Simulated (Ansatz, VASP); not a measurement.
# Two plane-wave programs on SrAg2As2

INCAR

```
  PREC = Accurate
  ENCUT = 520
  EDIFF = 1E-6
  ISMEAR = -5
  SIGMA = 0.1
  LREAL = False
  LASPH = True
  NELM = 80
  ALGO = Normal
  ISIF = 2
  LWAVE = False
  LCHARG = False
  GGA = PE
  NBANDS = 29
```

KPOINTS

```
regular mesh
0
Gamma
  4 4 4
```

File POSCAR:

```
SrAg2As2
1.0
    0.0000000000      4.5074020000      0.0000000000
    4.5074020000      0.0000000000      0.0000000000
    2.2537010000      2.2537010000     -5.3924170000
As Ag Sr
2 2 1
Direct
    0.3890000000      0.3890000000      0.2220000000
    0.6110000000      0.6110000000      0.7780000000
    0.7500000000      0.2500000000      0.5000000000
    0.2500000000      0.7500000000      0.5000000000
    0.0000000000      0.0000000000      0.0000000000
```

Input for Ansatz:

```yaml
crystal:
  lattice:
    - [0.0, 4.507402, 0.0]
    - [4.507402, 0.0, 0.0]
    - [2.253701, 2.253701, -5.392417]
  atoms:
    - { symbol: As, position: [0.389, 0.389, 0.222] }
    - { symbol: As, position: [0.611, 0.611, 0.778] }
    - { symbol: Ag, position: [0.75, 0.25, 0.5] }
    - { symbol: Ag, position: [0.25, 0.75, 0.5] }
    - { symbol: Sr, position: [0.0, 0.0, 0.0] }
  symmetry: { tolerance: 0.0003 }
kpoints:
  mp_grid: { grid: [4, 4, 4], shift: [0, 0, 0] }
magnetization:
  spin_polarized: false
scf:
  occupations: { method: tetrahedron }
hamiltonian:
  pseudopotentials: { kind: paw }
  xc: pbe
basis:
  ecutwfc: 420
output:
  forces: true
  stress: true
  eigenvalues: true
  write_density: true
  write_potential: true
  elf: true
  volumetric_format: npy
```

Alike in both runs: task single point; functional PBE; k mesh 4 × 4 × 4; occupations tetrahedron; no spin polarisation.

```csv
,VASP,Ansatz
version,VASP 6.6.1,Ansatz 0.2.0
potentials or method,"VASP PAW PBE potentials, release 64 (As, Ag, Sr_sv), cutoff 520 eV",PAW plane waves
valence electrons in the cell,42,78
```

```csv
,VASP,Ansatz,Ansatz less VASP
gap on the k mesh at the Fermi level (eV),none,none,-
pressure (GPa),3.2,3.1,-0.10
"traceless stress, the component that is largest in VASP (GPa)",4.51,4.17,-0.341
rms of the force components (eV/Å),0.273,0.283,+0.0098
```

Atom by atom the forces differ by 0.010 eV/Å (rms over components). A gap of «none» marks a metal or a gap that the smearing closes. VASP's potentials hold 42 valence electrons a cell and Ansatz's 78, so a difference there can come from the potentials and not from the codes. Ansatz's warnings: band table not solved further, tetrahedron derivatives may miss energy slope.

The k mesh is coarse, so the values compare programs but aren't converged.
